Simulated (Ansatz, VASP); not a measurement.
**One calculation of Rb4SrSn, two programs**

```
CELL_PARAMETERS angstrom
0.00000 5.58537 5.58537
5.58537 0.00000 5.58537
5.58537 5.58537 0.00000
ATOMIC_POSITIONS crystal
Rb 0.37273 0.88180 0.37273
Rb 0.37273 0.37273 0.37273
Rb 0.88180 0.37273 0.37273
Rb 0.37273 0.37273 0.88180
Sr 0.75000 0.75000 0.75000
Sn 0.00000 0.00000 0.00000
```

Change from the starting cell: species swapped into the TbHoCo4 type (F-43m, No. 216).

Alike in both runs: functional PBE; k mesh 4 × 4 × 4; occupations gaussian, width 0.1 eV; no spin polarisation.

Ansatz relaxed the structure, and its values are those at the end. VASP's run is a single point on that final structure, the one shown.

|  | VASP | Ansatz |
| --- | --- | --- |
| version | VASP 6.6.1 | Ansatz 0.2.0 |
| potentials or method | VASP PAW PBE potentials, release 64 (Rb_sv, Sr_sv, Sn_d), cutoff 520 eV | scalar-relativistic, plane waves, PAW |
| valence electrons in the cell | 60 | 60 |

|  | VASP | Ansatz | Ansatz less VASP |
| --- | --- | --- | --- |
| gap on the k mesh at the Fermi level (eV) | none | none | - |
| pressure (GPa) | 0.1 | 0.1 | +0.01 |
| rms of the force components (eV/Å) | 0.005 | 0.005 | -0.0005 |

A gap of «none» marks a metal or a gap that the smearing closes. With one functional, cell and mesh, what is left measures potentials, basis and numerics.
